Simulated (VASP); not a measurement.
## In: single point with PBE

In:

```
CELL_PARAMETERS angstrom
5.17395 0.00000 0.00000
-2.58698 4.48077 0.00000
0.00000 0.00000 3.17374
ATOMIC_POSITIONS crystal
In 0.00000 0.00000 0.00000
In 0.33333 0.66667 0.50000
In 0.66667 0.33333 0.50000
```

- Program: VASP 6.6.1
- Task: single point
- Functional: PBE
- Potentials or basis: VASP PAW PBE potentials, release 64 (In_d)
- Cutoff: 520 eV
- k mesh: 7 × 7 × 10
- Occupations: fermi-dirac, width 0.05 eV
- Spin: no spin polarisation

| Item | Value |
| --- | --- |
| Pressure | 6.1 GPa |

Levels at points of the mesh, in eV from the Fermi level:
```tsv
k point	band 15	band 16	band 17	band 18	band 19	band 20	band 21	band 22	band 23	band 24
(0.00, 0.00, 0.00)	-14.39	-10.08	-2.71	-2.48	-1.23	-1.23	-1.12	-1.12	4.93	8.57
(0.00, 0.00, 0.50)	-14.30	-6.32	-5.42	1.14	1.16	1.16	1.33	1.34	1.47	2.46
```

Wall time 66 s on 1 thread of AMD EPYC 7R43 64-Core Processor (Zen 3), with other jobs on the host, peak memory 0.18 GiB.

Caveat: spin-orbit coupling is left out, which moves the levels of the heavy elements.
